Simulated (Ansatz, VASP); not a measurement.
This is a calculation of CaO for VASP 6.6.1.

The input INCAR:

```
SYSTEM = CaO
PREC     = Accurate       ! precision mode
ENCUT    = 520            ! plane-wave cutoff, eV
EDIFF    = 1E-6           ! SCF threshold, eV
ISMEAR   = -1             ! smearing method
SIGMA    = 0.03           ! smearing width, eV
LREAL    = .FALSE.        ! projectors in reciprocal space
LASPH    = .TRUE.         ! aspherical terms in the spheres
NELM     = 80             ! most SCF steps
ALGO     = Normal         ! electronic algorithm
ISIF     = 2              ! what is computed and relaxed
LWAVE    = .FALSE.        ! write WAVECAR
LCHARG   = .TRUE.         ! write CHGCAR
GGA      = PE             ! functional
LELF     = .TRUE.         ! ELF
LVHAR    = .TRUE.       
NBANDS   = 15             ! bands
```

Contents of KPOINTS:

```
Automatic mesh
0
G
  5 5 5
  0 0 0
```

Contents of POSCAR:

```
CaO
1.0
    0.0000000000      2.4035556960      2.4035556960
    2.4035556960      0.0000000000      2.4035556960
    2.4035556960      2.4035556960      0.0000000000
Ca O
1 1
Direct
    0.0000000000      0.0000000000      0.0000000000
    0.5000000000      0.5000000000      0.5000000000
```

Potentials or basis: VASP PAW PBE potentials, release 64 (Ca_sv, O).

The run is started by

```bash
$ cat potpaw_PBE.64/Ca_sv/POTCAR potpaw_PBE.64/O/POTCAR > POTCAR
$ mpirun -np 1 vasp_std > vasp.out
```

Task: Translate it to Ansatz 0.2.0. Potentials there: all-electron LAPW, scalar-relativistic.

Result: As run (the cutoff follows the program's own potentials):

File input.yaml:

```yaml
crystal:
  lattice:
    - [0.0, 2.403555696, 2.403555696]
    - [2.403555696, 0.0, 2.403555696]
    - [2.403555696, 2.403555696, 0.0]
  atoms:
    - { symbol: Ca, position: [0.0, 0.0, 0.0] }
    - { symbol: O, position: [0.5, 0.5, 0.5] }
kpoints:
  mp_grid: { grid: [5, 5, 5] }
scf:
  occupations: { method: fermi_dirac, width: 0.03 }
hamiltonian:
  xc: pbe
  pseudopotentials: { kind: all_electron, lapw: { basis_error: 0.003 } }
output:
  forces: true
  stress: true
  eigenvalues: true
```

Potentials or basis: all-electron LAPW, scalar-relativistic.

Launch:

```console
$ ansatz run input.yaml --threads 1 --pin off --max-ram 3072MiB --backend cpu --events-out ev --progress --plain --runs-dir out
```

Both were run:

|  | VASP | Ansatz | Ansatz less VASP |
| --- | --- | --- | --- |
| gap on the k mesh at the Fermi level (eV) | 3.82 | 3.83 | +0.016 |
| least direct gap on the mesh (eV) | 4.19 | 4.20 | +0.015 |
| pressure (GPa) | 2.2 | 1.6 | -0.57 |

Ansatz ran all-electron here, and VASP with PAW potentials.

The k mesh is coarse, so the values compare programs but aren't converged.
